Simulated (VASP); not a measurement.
**Sb: single point with PBE**

Sb:

```
Sb
1.0
    -1.89577    1.89577    1.89577
     1.89577   -1.89577    1.89577
     1.89577    1.89577   -1.89577
Sb
1
Direct
  0.00000 0.00000 0.00000
```

This isn't the form of Sb at room conditions, which is rhombohedral.

```
Program                : VASP 6.6.1
Task                   : single point
Functional             : PBE
Potentials or basis    : VASP PAW PBE potentials, release 64 (Sb)
Cutoff                 : 520 eV
k mesh                 : 15 × 15 × 15
Occupations            : fermi-dirac, width 0.05 eV
Spin                   : non-collinear spin, zero start, spin-orbit coupling
Starting moments       : [[0.0, 0.0, 0.0]] μB
Dipole correction      : no
Further INCAR settings : ALGO = Normal; EDIFF = 1e-06; NBANDS = 16
```

```
Pressure                                              : -0.1 GPa
Net moment                                            : 0.00 μB per cell
Valence electrons inside the program's atomic spheres : Sb 2.33
```

Moments on the atoms (μB; x, y, z):
```
Sb  0.00 0.00 0.00
```

It took 95 s on 1 thread of Intel Xeon 8259CL, with other jobs on the host, peak memory 0.24 GiB.
